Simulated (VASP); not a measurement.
# P (C2/m) in VASP: single point with PBEsol

Aim: the single point of P with PBEsol.

Everything below comes from runs of VASP 6.6.1. Logs are shortened: lines on timing, memory, paths and dates and some standing lists are left out, and cuts for length are marked.

## Step 1: The cell of the first run

It takes space group C2/m (No. 12, monoclinic). The conventional cell has a = 9.033 Å, b = 7.972 Å, c = 5.294 Å, α = 90.00°, β = 90.48°, γ = 90.00°. P (site symmetry m) has 3 P at 2.20 to 2.21 Å within 2.9 Å. P (site symmetry m) has 3 P at 2.20 to 2.21 Å within 2.9 Å. P (site symmetry 1) has 3 P at 2.21 Å within 2.9 Å.

## Step 2: Single point, PBEsol

Input file INCAR:

```
SYSTEM = P
PREC = Accurate
ENCUT = 520
EDIFF = 1E-6
ISMEAR = 0
SIGMA = 0.05
LREAL = .False.
LASPH = .True.
NELM = 60
ALGO = Normal
ISIF = 2
LWAVE = .False.
LCHARG = .False.
GGA = PS
NBANDS = 30
```

Input file KPOINTS:

```
Automatic mesh
0
Gamma
  6 6 6
  0 0 0
```

Input file POSCAR:

```
P
1.0
    4.5164988030     -3.9859026526     -0.0096600381
    4.5164988030      3.9859026526     -0.0096600381
   -0.0334229708      0.0000000000      5.2942619569
P
8
Direct
    0.8512742797      0.8512742797      0.2375644293
    0.1487257203      0.1487257203      0.7624355707
    0.7191783959      0.7191783959      0.5855434286
    0.2808216041      0.2808216041      0.4144565714
    0.5015958456      0.7783891987      0.2493767515
    0.2216108013      0.4984041544      0.7506232485
    0.4984041544      0.2216108013      0.7506232485
    0.7783891987      0.5015958456      0.2493767515
```

Potentials or basis: VASP PAW PBE potentials, release 64 (P).

Command:

```console
$ cat potpaw_PBE.64/P/POTCAR > POTCAR
$ mpirun -np 1 vasp_std > vasp.out
```

OUTCAR:

```text
SYSTEM = P
   PREC = Accurate
   ENCUT = 520
   EDIFF = 1E-6
   ISMEAR = 0
   LREAL = .False.
   LASPH = .True.
   NELM = 60
   ISIF = 2
   GGA = PS

 ion  position               nearest neighbor table
   1  0.851  0.851  0.238-   3 2.20   5 2.21   8 2.21
   2  0.149  0.149  0.762-   4 2.20   6 2.21   7 2.21
   3  0.719  0.719  0.586-   1 2.20   5 2.21   8 2.21
   4  0.281  0.281  0.414-   2 2.20   6 2.21   7 2.21
   5  0.502  0.778  0.249-   1 2.21   8 2.21   3 2.21
   6  0.222  0.498  0.751-   2 2.21   7 2.21   4 2.21
   7  0.498  0.222  0.751-   2 2.21   6 2.21   4 2.21
   8  0.778  0.502  0.249-   1 2.21   5 2.21   3 2.21

  LATTYP: Found a base centered monoclinic cell.
 ALAT       =     9.0330182672
 B/A-ratio  =     0.8825184528
 C/A-ratio  =     0.5861127809
 COS(beta)  =    -0.0084517013

  Lattice vectors:

 A1 = (   4.5164988030,  -3.9859026526,  -0.0096600381)
 A2 = (   4.5164988030,   3.9859026526,  -0.0096600381)
 A3 = (  -0.0334229708,   0.0000000000,   5.2942619569)

Analysis of symmetry for initial positions (statically):
=====================================================================
 Subroutine PRICEL returns:
 Original cell was already a primitive cell.

 Routine SETGRP: Setting up the symmetry group for a
 base centered monoclinic supercell.

 Subroutine GETGRP returns: Found  4 space group operations
 (whereof  4 operations were pure point group operations)
 out of a pool of  4 trial point group operations.

The static configuration has the point symmetry C_2h.

Analysis of symmetry for dynamics (positions and initial velocities):
=====================================================================
 Subroutine PRICEL returns:
 Original cell was already a primitive cell.

 Routine SETGRP: Setting up the symmetry group for a
 base centered monoclinic supercell.

 Subroutine GETGRP returns: Found  4 space group operations
 (whereof  4 operations were pure point group operations)
 out of a pool of  4 trial point group operations.

The dynamic configuration has the point symmetry C_2h.

 Subroutine INISYM returns: Found  4 space group operations
 (whereof  4 operations are pure point group operations),
 and found     1 'primitive' translations

----------------------------------------------------------------------------------------

                                     Primitive cell
[... 102 lines left out ...]
   NELM   =     60;   NELMIN=  2; NELMDL= -5     # of ELM steps
   EDIFF  = 0.1E-05   stopping-criterion for ELM
   LREAL  =      F    real-space projection
   EDIFFG = 0.1E-04   stopping-criterion for IOM
   NSW    =      0    number of steps for IOM
   IBRION =     -1    ionic relax: 0-MD 1-quasi-New 2-CG
   NFREE  =      0    steps in history (QN), initial steepest desc. (CG)
   ISIF   =      2    stress and relaxation
   ISYM   =      2    0-nonsym 1-usesym 2-fastsym
   POTIM  = 0.5000    time-step for ionic-motion
   TEBEG  =    0.0;   TEEND  =   0.0 temperature during run
   PSTRESS=    0.0 pullay stress
   NELECT =      40.0000    total number of electrons
   NUPDOWN=      -1.0000    fix difference up-down
   EMIN   =  10.00;   EMAX   =-10.00  energy-range for DOS
   EFERMI =   0.00;   METHOD = LEGACY
   ISMEAR =     0;   SIGMA  =   0.05  broadening in eV -4-tet -1-fermi 0-gaus
   EFERMI_NEDOS =   21; number of points for ismear=-14 and -15
   IALGO  =     38    algorithm
   IMIX   =      4    mixing-type and parameters
     AMIX     =   0.40;   BMIX     =  1.00
     AMIX_MAG =   1.60;   BMIX_MAG =  1.00
  volume/ion in A,a.u.               =      23.83       160.79
  Fermi-wavevector in a.u.,A,eV,Ry     =   0.972842  1.838404 12.876835  0.946421
  Thomas-Fermi vector in A             =   2.103173
   LORBIT       =      0    0 simple, 1 ext, 2 COOP (PROOUT), +10 PAW based schemes
   GGA     = PS    functional components
   LHFCALC =     F    Hartree Fock is set to
   AEXX    =    0.0000 exact exchange contribution
   IVDW    =     0    specifies the selected vdW correction
   LEPSILON=     F    determine dielectric tensor
   LRPA    =     F    only Hartree local field effects (RPA)
 non-spin polarized calculation
 Gauss-broadening in eV      SIGMA  =   0.05
  energy-cutoff  :      520.00
  volume of cell :      190.62
 maximum number of plane-waves:      5154
 NGX is ok and might be reduce to    48
   NGX = 23   NGY = 23   NGZ = 19

 number of electron      39.9999996 magnetization

 Free energy of the ion-electron system (eV)
  ---------------------------------------------------
  ext. energy  EPLUGINS =         0.00000000
  ---------------------------------------------------
  free energy    TOTEN  =       -44.48704352 eV

  energy without entropy =      -44.48704352  energy(sigma->0) =      -44.48704352

 E-fermi :   2.8385     XC(G=0):  -8.8933

 val. band max:        2.5856789344   @ k =   0.5000  -0.0000   0.5000
 cond. band min:       4.6425099321   @ k =   0.0000   0.0000   0.0000
 fundamental gap:      2.0568309978
 Fermi energy:         2.8385318259

 k-point     1 :       0.0000    0.0000    0.0000
  band No.  band energies     occupation
      1     -12.0652      2.00000
      2     -11.6244      2.00000
      3      -5.5660      2.00000
      4      -5.3799      2.00000
      5      -5.1188      2.00000
      6      -4.8677      2.00000
[... 781 lines left out ...]
     29       7.9768      0.00000
     30       8.3483      0.00000

 [... further k-points ...]
[... 5 lines left out ...]
  --------------------------------------------------------------------------------------
  -------------------------------------------------------------------------------------
  Total       -0.2659611     -0.2521575     -0.2633607      0.0000000      0.0000000      0.0015899
  in kB       -2.2354789     -2.1194552     -2.2136216      0.0000000      0.0000000      0.0133639
  external PRESSURE =      -2.1895186 kB  Pullay stress =       0.0000000 kB

 VOLUME and BASIS-vectors are now :
 -----------------------------------------------------------------------------
  energy-cutoff  :      520.00
  volume of cell :      190.62
      direct lattice vectors                 reciprocal lattice vectors
     4.516498803 -3.985902653 -0.009660038     0.110706716 -0.125442100  0.000698898
     4.516498803  3.985902653 -0.009660038     0.110706716  0.125442100  0.000698898
    -0.033422971  0.000000000  5.294261957     0.000403996  0.000000000  0.188886291

 POSITION                                       TOTAL-FORCE (eV/Angst)
 -----------------------------------------------------------------------------------
      7.68162      0.00000      1.24128        -0.075869     -0.000000      0.029572
      1.31796      0.00000      4.03366         0.075869     -0.000000     -0.029572
      6.47677      0.00000      3.08613        -0.005860     -0.000000     -0.083262
      2.52281      0.00000      2.18882         0.005860     -0.000000      0.083262
      5.77272      1.10327      1.30790         0.039493     -0.068572      0.026527
      3.22686      1.10327      3.96704        -0.039493     -0.068572     -0.026527
      3.22686     -1.10327      3.96704        -0.039493      0.068572     -0.026527
      5.77272     -1.10327      1.30790         0.039493      0.068572      0.026527
 -----------------------------------------------------------------------------------
    total drift:                                0.000000     -0.000000      0.000000

  FREE ENERGIE OF THE ION-ELECTRON SYSTEM (eV)
  ---------------------------------------------------
  free  energy   TOTEN  =       -44.4870435159 eV

  energy  without entropy=      -44.4870435159  energy(sigma->0) =      -44.48704352
```

OSZICAR:

```text
N       E                     dE             d eps       ncg     rms          rms(c)
DAV:   1     0.157900507200E+03    0.15790E+03   -0.16117E+04  4080   0.111E+03
DAV:   2    -0.327172465351E+02   -0.19062E+03   -0.18402E+03  5212   0.183E+02
DAV:   3    -0.454150756602E+02   -0.12698E+02   -0.12572E+02  5066   0.492E+01
DAV:   4    -0.456642573397E+02   -0.24918E+00   -0.24832E+00  5612   0.806E+00
DAV:   5    -0.456695358046E+02   -0.52785E-02   -0.52768E-02  5252   0.116E+00    0.161E+01
DAV:   6    -0.445425128002E+02    0.11270E+01   -0.25036E+00  4704   0.639E+00    0.812E+00
DAV:   7    -0.445013006798E+02    0.41212E-01   -0.14815E+00  4746   0.446E+00    0.250E+00
DAV:   8    -0.444871452588E+02    0.14155E-01   -0.28994E-01  4632   0.236E+00    0.109E+00
DAV:   9    -0.444878030503E+02   -0.65779E-03   -0.18511E-02  4928   0.702E-01    0.309E-01
DAV:  10    -0.444870136746E+02    0.78938E-03   -0.24318E-03  5350   0.263E-01    0.185E-01
DAV:  11    -0.444871338167E+02   -0.12014E-03   -0.19862E-03  4686   0.181E-01    0.139E-01
DAV:  12    -0.444870476426E+02    0.86174E-04   -0.32892E-04  4784   0.860E-02    0.811E-02
DAV:  13    -0.444870510293E+02   -0.33867E-05   -0.31091E-05  5188   0.232E-02    0.130E-02
DAV:  14    -0.444870435011E+02    0.75282E-05   -0.33516E-05  4656   0.223E-02    0.219E-02
DAV:  15    -0.444870435159E+02   -0.14800E-07   -0.61189E-06  4778   0.101E-02
   1 F= -.44487044E+02 E0= -.44487044E+02  d E =-.205814E-14
```

Run time: 10 min. Hardware: 1 thread of Intel Xeon 8259CL, shared host; peak memory 0.45 GiB.

Results:

| Item | Value |
| --- | --- |
| Free energy | -44.4870 eV |
| Pressure | -0.2 GPa |
| Largest force | 0.083 eV/Å |
| Band gap on the k mesh | 2.06 eV (least direct gap 2.47 eV) |

Forces on the atoms (eV/Å):
```
P   -0.076  0.000  0.030
P    0.076  0.000 -0.030
P   -0.006  0.000 -0.083
P    0.006  0.000  0.083
P    0.039 -0.069  0.027
P   -0.039 -0.069 -0.027
P   -0.039  0.069 -0.027
P    0.039  0.069  0.027
```

Caveat: this functional lacks dispersion, which holds the molecules together, so the pressure and a relaxed volume are unreliable; the PAW data sets were made with another functional, which shifts forces and pressure a little.
